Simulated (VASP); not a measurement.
The system is OsRu.

```xyz
2
Lattice="2.7270 0.0000 0.0000 -1.3635 2.3617 0.0000 0.0000 0.0000 4.3003" Properties=species:S:1:pos:R:3 pbc="T T T"
Ru    0.0000    1.5744    0.0000
Os    1.3635    0.7872    2.1502
```

| Quantity | Value |
| --- | --- |
| Program | VASP 6.6.1 |
| Task | relaxation of cell and atoms |
| Functional | PBEsol |
| Potentials or basis | VASP PAW PBE potentials, release 64 (Ru_pv, Os) |
| Cutoff | 600 eV |
| k mesh | 10 × 10 × 6 |
| Occupations | fermi-dirac, width 0.1 eV |
| Spin | no spin polarisation |

At the start: pressure -6.0 GPa; volume 13.85 Å³/atom.

Problem. How do energy, volume and symmetry change on relaxing?

Solution. Over 3 steps the energy falls by 4.1 meV/atom and the volume is 13.64 Å³/atom (-1.5 %); space group P-6m2 (No. 187, to 0.1 Å) before and after.

Step by step:
| step | energy change (eV) | largest force (eV/Å) | pressure (GPa) | volume (Å³) |
| --- | --- | --- | --- | --- |
| 1 | 0.0000 | 0.0000 | -5.97 | 27.70 |
| 2 | 0.1208 | 0.0000 | 27.53 | 25.68 |
| 3 | -0.0082 | 0.0000 | -0.17 | 27.28 |

Final structure:
```cif
data_structure
_symmetry_space_group_name_H-M 'P 1'
_symmetry_Int_Tables_number 1
_cell_length_a 2.7138
_cell_length_b 2.7138
_cell_length_c 4.2767
_cell_angle_alpha 90.000
_cell_angle_beta 90.000
_cell_angle_gamma 120.000
_cell_volume 27.28
loop_
_atom_site_label
_atom_site_type_symbol
_atom_site_fract_x
_atom_site_fract_y
_atom_site_fract_z
_atom_site_occupancy
Ru1 Ru 0.33333 0.66667 0.00000 1
Os1 Os 0.66667 0.33333 0.50000 1
```

Caveat: the PAW data sets were made with another functional, which shifts forces and pressure a little.
